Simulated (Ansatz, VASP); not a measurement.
One calculation of ZnO, two programs

POSCAR

```
ZnO
1.0
    3.2351954566      0.0000000000      0.0000000000
   -1.6175977283      2.8017614516      0.0000000000
    0.0000000000      0.0000000000      5.2114259597
Zn O
2 2
Direct
    0.3333333333      0.6666666667      0.4996928418
    0.6666666667      0.3333333333     -0.0003071582
    0.6666666667      0.3333333333      0.3793171582
    0.3333333333      0.6666666667      0.8793171582
```

File INCAR.step1:

```
  PREC = Accurate
  ENCUT = 520
  ISMEAR = 0
  SIGMA = 0.01
  LREAL = F
  LASPH = T
  NELM = 100
  NBANDS = 26
  GGA = PE
  ALGO = Normal
  EDIFF = 1E-4
  LWAVE = T
  LCHARG = F
```

File INCAR.step2:

```
  PREC = Accurate
  ENCUT = 520
  EDIFF = 1E-6
  ISMEAR = 0
  SIGMA = 0.01
  LREAL = F
  LASPH = T
  NELM = 100
  ALGO = Normal
  ISIF = 2
  LWAVE = F
  LCHARG = F
  METAGGA = R2SCAN
  LMIXTAU = T
  NBANDS = 26
  ISTART = 1
```

The input KPOINTS:

```
regular mesh
0
Gamma
  8 8 4
```

Input for Ansatz:

```yaml
crystal:
  lattice:
    - [3.23519545663, 0.0, 0.0]
    - [-1.61759772832, 2.80176145165, 0.0]
    - [0.0, 0.0, 5.21142595974]
  atoms:
    - { symbol: Zn, position: [0.333333333333, 0.666666666667, 0.499692841827] }
    - { symbol: Zn, position: [0.666666666667, 0.333333333333, -0.000307158173] }
    - { symbol: O, position: [0.666666666667, 0.333333333333, 0.379317158173] }
    - { symbol: O, position: [0.333333333333, 0.666666666667, 0.879317158173] }
kpoints:
  mp_grid: { grid: [8, 8, 4] }
scf:
  occupations: { method: fixed }
  convergence: { dr2_threshold: 1.0e-10 }
hamiltonian:
  xc: r2scan
  pseudopotentials: { kind: paw }
output:
  forces: true
  stress: true
  eigenstates:
    kpoints:
      - [0.0, 0.0, 0.0]
      - [0.0, 0.0, -0.5]
      - [-0.5, 0.0, 0.0]
      - [-0.5, 0.5, 0.0]
      - [0.0, -0.5, 0.0]
      - [-0.5, 0.0, -0.5]
      - [-0.5, 0.5, -0.5]
      - [0.0, -0.5, -0.5]
  eigenvalues: true
```

Change from the starting cell: unstrained.

Alike in both runs: task single point; functional r2SCAN; k mesh 8 × 8 × 4; no spin polarisation.

|  | VASP | Ansatz |
| --- | --- | --- |
| version | VASP 6.6.1 | Ansatz 0.2.0 |
| potentials or method | VASP PAW PBE potentials, release 64 (Zn, O) | PAW with Ansatz's default frozen-core files, scalar-relativistic |
| plane-wave cutoff (eV) | 520 | 500 |
| occupations | gaussian, width 0.01 eV | fixed |
| valence electrons in the cell | 36 | 36 |

|  | VASP | Ansatz | Ansatz less VASP |
| --- | --- | --- | --- |
| gap on the k mesh at the Fermi level (eV) | 1.23 | 1.24 | +0.003 |
| pressure (GPa) | 1.0 | 0.0 | -1.02 |
| traceless stress, the component that is largest in VASP (GPa) | 0.08 | 0.00 | -0.077 |
| rms of the force components (eV/Å) | 0.006 | 0.000 | -0.0057 |

VASP's potentials were made for PBE, not for r2SCAN. Atom by atom the forces differ by 0.006 eV/Å (rms over components).
